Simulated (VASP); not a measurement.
# Tl (Fm-3m) in VASP: further runs, part 2 of 2

VASP 6.6.1.

**3. Single point, PBE exchange alone (45.96 Å³/atom)**

This run uses another cell than the first one, of 45.96 Å³/atom.

Contents of INCAR:

```
SYSTEM = Tl
PREC = Accurate ; ENCUT = 520
EDIFF = 1E-6 ; ISMEAR = -1
SIGMA = 0.15 ; LREAL = .False.
LASPH = .True. ; NELM = 100
ALGO = Normal ; ISIF = 2
LWAVE = .False. ; LCHARG = .False.
GGA = PE ; ALDAC = 0.0
AGGAC = 0.0 ; NBANDS = 12
```

Contents of KPOINTS:

```
Automatic mesh
0
Gamma
  9 9 9
  0 0 0
```

Contents of POSCAR:

```
Tl
1.0
    0.0000000000      2.8430591231      2.8430591231
    2.8430591231      0.0000000000      2.8430591231
    2.8430591231      2.8430591231      0.0000000000
Tl
1
Direct
    0.0000000000      0.0000000000      0.0000000000
```

Potentials or basis: VASP PAW PBE potentials, release 64 (Tl_d).

Run with:

```
$ cat potpaw_PBE.64/Tl_d/POTCAR > POTCAR
$ mpirun -np 1 vasp_std > vasp.out
```

Wall time 25 s (1 thread of Intel Xeon 8259CL, shared host); peak memory 0.17 GiB.

Results (log left out):

```yaml
Free_energy: -1.3092 eV
Pressure: 0.0 GPa
Band_gap_on_the_k_mesh: zero (an odd number of electrons rules out a gap without spin polarisation)
```

Levels at points of the mesh, in eV from the Fermi level:
```csv
k point,band 4,band 5,band 6,band 7,band 8,band 9
"(0.00, 0.00, 0.00)",-11.26,-11.26,-7.80,6.28,6.28,6.28
```

Caveat: spin-orbit coupling is left out, which moves the levels of the heavy elements.

**4. Relaxation of cell and atoms, PBE exchange alone (32.41 Å³/atom)**

This run uses another cell than the first one, of 32.41 Å³/atom.

Contents of INCAR:

```
PREC     = Accurate       # precision mode
ENCUT    = 600            # plane-wave cutoff, eV
EDIFF    = 1E-6           # SCF threshold, eV
ISMEAR   = -1             # smearing method
SIGMA    = 0.15           # smearing width, eV
LREAL    = False          # projectors in reciprocal space
LASPH    = True           # aspherical terms in the spheres
NELM     = 80             # most SCF steps
ALGO     = Normal         # electronic algorithm
ISIF     = 3              # what is computed and relaxed
LWAVE    = False          # write WAVECAR
LCHARG   = False          # write CHGCAR
GGA      = PE             # functional
ALDAC    = 0.0          
AGGAC    = 0.0          
IBRION   = 2              # ionic algorithm
NSW      = 80             # ionic steps
EDIFFG   = -0.005         # ionic threshold
```

Contents of KPOINTS:

```
regular mesh
0
Gamma
  9 9 9
```

Contents of POSCAR:

```
Tl
1.0
    0.0000000000      2.5304305108      2.5304305108
    2.5304305108      0.0000000000      2.5304305108
    2.5304305108      2.5304305108      0.0000000000
Tl
1
Direct
    0.0000000000      0.0000000000      0.0000000000
```

Run with:

```
$ cat potpaw_PBE.64/Tl_d/POTCAR > POTCAR
$ mpirun -np 1 vasp_std > vasp.out
```

Run time: 2.7 min. Hardware: 1 thread of Intel Xeon 8259CL, shared host; peak memory 0.18 GiB.

The run converged. Its results:

| Item | Value |
| --- | --- |
| Free energy | -1.3050 eV |
| Relaxed volume | 45.97 Å³/atom |
| Relaxed cell | a = 4.021 Å, b = 4.021 Å, c = 4.021 Å, α = 60.00°, β = 60.00°, γ = 60.00° |
| Space group after relaxing (to 0.1 Å) | Fm-3m (No. 225) |
| Energy gained by relaxing | 192.1 meV/atom |
| Ionic steps | 24 |
| Pressure after relaxing | 0.0 GPa |
| Band gap on the k mesh | zero (an odd number of electrons rules out a gap without spin polarisation) |

The path:
| step | energy change (eV) | largest force (eV/Å) | pressure (GPa) | volume (Å³) |
| --- | --- | --- | --- | --- |
| 1 | 0.0000 | 0.0000 | 6.59 | 32.41 |
| 2 | -0.1588 | 0.0000 | 1.84 | 39.07 |
| 3 | -0.1861 | 0.0000 | 0.65 | 42.76 |
| 4 | -0.1829 | 0.0000 | -0.55 | 50.84 |
| 5 | -0.1919 | 0.0000 | -0.07 | 46.65 |
| 6 | -0.1921 | 0.0000 | -0.03 | 46.21 |
| 7 | -0.1921 | 0.0000 | 0.02 | 45.88 |
| 8 | -0.1921 | 0.0000 | 0.02 | 45.88 |
| 9 | -0.1921 | 0.0000 | 0.03 | 45.88 |
| 10 | -0.1921 | 0.0000 | 0.02 | 45.88 |
| 11 | -0.1921 | 0.0000 | 0.02 | 45.88 |
| 12 | -0.1921 | 0.0000 | 0.02 | 45.88 |
| 13 | -0.1921 | 0.0000 | 0.02 | 45.88 |
| 14 | -0.1921 | 0.0000 | 0.02 | 45.88 |
| 15 | -0.1921 | 0.0000 | 0.02 | 45.88 |
| 16 | -0.1921 | 0.0000 | 0.02 | 45.88 |
| 17 | -0.1921 | 0.0000 | 0.03 | 45.88 |
| 18 | -0.1921 | 0.0000 | 0.03 | 45.88 |
| 19 | -0.1921 | 0.0000 | 0.04 | 45.88 |
| 20 | -0.1921 | 0.0000 | 0.05 | 45.88 |
| 21 | -0.1921 | 0.0000 | 0.02 | 45.89 |
| 22 | -0.1921 | 0.0000 | 0.02 | 45.90 |
| 23 | -0.1921 | 0.0000 | 0.03 | 45.93 |
| 24 | -0.1921 | 0.0000 | 0.00 | 45.97 |

Final structure:
```
Tl
1.0
     0.00000    2.84334    2.84334
     2.84334    0.00000    2.84334
     2.84334    2.84334    0.00000
Tl
1
Direct
  0.00000 0.00000 0.00000
```

Levels at points of the mesh, in eV from the Fermi level:
```tsv
k point	band 2	band 3	band 4	band 5	band 6	band 7	band 8	band 9	band 10
(0.00, 0.00, 0.00)	-11.33	-11.33	-11.26	-11.26	-7.80	6.28	6.28	6.28	9.00
```

Caveat: the volume moved by over 15 % at a fixed basis, so the end points are rough; spin-orbit coupling is left out, which moves the levels of the heavy elements.

**5. Single point, RPBE+D3(BJ), collinear spin**

This run uses another cell than the first one, of 27.60 Å³/atom.

Contents of INCAR:

```
PREC = Accurate
ENCUT = 520
EDIFF = 1E-6
ISMEAR = -4
SIGMA = 0.05
LREAL = F
LASPH = T
NELM = 150
ALGO = Normal
ISIF = 2
LWAVE = F
LCHARG = F
ISPIN = 2
MAGMOM = 0.5
LORBIT = 11
GGA = RP
IVDW = 12
NBANDS = 16
```

KPOINTS is that of step 4.

Contents of POSCAR:

```
Tl
1.0
    0.0000000000      2.3987359249      2.3987359249
    2.3987359249      0.0000000000      2.3987359249
    2.3987359249      2.3987359249      0.0000000000
Tl
1
Direct
    0.0000000000      0.0000000000      0.0000000000
```

Potentials or basis: VASP PAW PBE potentials, release 64 (Tl_d).

Run with:

```
$ cat potpaw_PBE.64/Tl_d/POTCAR > POTCAR
$ mpirun -np 1 vasp_std > vasp.out
```

OUTCAR:

```text
PREC = Accurate
   ENCUT = 520
   EDIFF = 1E-6
   ISMEAR = -4
   LREAL = F
   LASPH = T
   NELM = 150
   ISIF = 2
   ISPIN = 2
   LORBIT = 11
   GGA = RP
   IVDW = 12
 IVDW          = 12

 ion  position               nearest neighbor table
   1  0.000  0.000  0.000-

  LATTYP: Found a face centered cubic cell.
 ALAT       =     4.7974718498

  Lattice vectors:

 A1 = (   0.0000000000,   2.3987359249,   2.3987359249)
 A2 = (   2.3987359249,   0.0000000000,   2.3987359249)
 A3 = (   2.3987359249,   2.3987359249,   0.0000000000)
[... 1127 lines left out ...]
  --------------------------------------------------------------------------------------
  -------------------------------------------------------------------------------------
  Total      -2.16585    -2.16585    -2.16585    -0.00000    -0.00000     0.00000
  in kB    -125.70746  -125.70746  -125.70746    -0.00000    -0.00000     0.00000
  external pressure =     -125.71 kB  Pullay stress =        0.00 kB

 VOLUME and BASIS-vectors are now :
 -----------------------------------------------------------------------------
  energy-cutoff  :      520.00
  volume of cell :       27.60
      direct lattice vectors                 reciprocal lattice vectors
     0.000000000  2.398735925  2.398735925    -0.208443120  0.208443120  0.208443120
     2.398735925  0.000000000  2.398735925     0.208443120 -0.208443120  0.208443120
     2.398735925  2.398735925  0.000000000     0.208443120  0.208443120 -0.208443120

 POSITION                                       TOTAL-FORCE (eV/Angst)
 -----------------------------------------------------------------------------------
      0.00000      0.00000      0.00000         0.000000     -0.000000      0.000000
 -----------------------------------------------------------------------------------
    total drift:                               -0.000000     -0.000000     -0.000000

  FREE ENERGIE OF THE ION-ELECTRON SYSTEM (eV)
  ---------------------------------------------------
  free  energy   TOTEN  =        -4.0755207118 eV

  energy  without entropy=       -4.0755207118  energy(sigma->0) =       -4.07552071

 total charge

# of ion       s       p       d       tot
------------------------------------------
    1        1.186   0.412   9.643  11.240

 magnetization (x)

# of ion       s       p       d       tot
------------------------------------------
    1       -0.000  -0.000  -0.000  -0.000
```

Run time: 51 s. Hardware: 1 thread of Intel Xeon 8259CL, shared host; peak memory 0.19 GiB.

Results:

```
Free energy                                           : -4.0755 eV
Pressure                                              : -12.6 GPa
Net moment                                            : 0.00 μB per cell
Valence electrons inside the program's atomic spheres : Tl 11.24
Dispersion energy per atom                            : -2.474 eV
```

Caveat: the cell stands under tension; the PAW data sets were made with another functional, which shifts forces and pressure a little; spin-orbit coupling is left out, which moves the levels of the heavy elements.

**6. Overview**

| task | level | spin | cell | k mesh | cutoff (eV) | smearing | gap on the mesh (eV) | pressure (GPa) |
| --- | --- | --- | --- | --- | --- | --- | --- | --- |
| single point | PBE | off | a = 3.488 Å, angles 60.0°, 1 atom | 4 × 4 × 4 | 500 | fermi-dirac 0.02 eV | none | 1.8 |
| single point | PBE exchange alone | off | a = 4.021 Å, angles 60.0°, 1 atom | 9 × 9 × 9 | 520 | fermi-dirac 0.15 eV | none | 0.0 |
| relaxation of cell and atoms | PBE exchange alone | off | relaxed from a = 3.579 Å, angles 60.0°, 1 atom | 9 × 9 × 9 | 600 | fermi-dirac 0.15 eV | none | 0.0 |
| single point | RPBE+D3(BJ) | collinear | a = 3.392 Å, angles 60.0°, 1 atom | 9 × 9 × 9 | 520 | tetrahedron | none | -12.6 |

Alike in all rows: potentials or basis VASP PAW PBE potentials, release 64 (Tl_d).

Caveats: some runs use coarse meshes; spin-orbit coupling is left out, which moves the levels of the heavy elements; the volume moved by over 15 % at a fixed basis, so the end points are rough (at least some runs); the cell stands under tension (at least some runs); the PAW data sets were made with another functional, which shifts forces and pressure a little (at least some runs).

Total energies depend on the potentials used, so only differences within one code and one set of settings carry meaning.
